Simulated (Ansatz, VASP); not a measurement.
BN: VASP beside Ansatz

```
B N
1.0
     2.50084    0.00000    0.00000
    -1.25042    2.16579    0.00000
     0.00000    0.00000    6.89312
B N
2 2
Direct
  0.33333 0.66667 0.25000
  0.66667 0.33333 0.75000
  0.66667 0.33333 0.25000
  0.33333 0.66667 0.75000
```

Alike in both runs: task single point; functional r2SCANh; k mesh 9 × 9 × 4; no spin polarisation.

|  | VASP | Ansatz |
| --- | --- | --- |
| version | VASP 6.6.1 | Ansatz 0.2.0 |
| potentials or method | VASP PAW PBE potentials, release 64 (B, N) | plane waves, PAW |
| plane-wave cutoff (eV) | 580 | 500 |
| occupations | gaussian, width 0.01 eV | fixed |
| valence electrons in the cell | 16 | 16 |

VASP gave:

```
gap on the k mesh at the Fermi level (eV)                     : 5.80
pressure (GPa)                                                : -0.9
traceless stress, the component that is largest in VASP (GPa) : 0.71
```

**Question.** Which values does Ansatz return?

**Answer.** gap on the k mesh at the Fermi level (eV): 5.76; pressure (GPa): -1.3; traceless stress, the component that is largest in VASP (GPa): 1.31.

VASP's potentials were made for PBE, not for r2SCANh. Ansatz's warnings: stress exchange threshold loose, stress scf threshold loose.
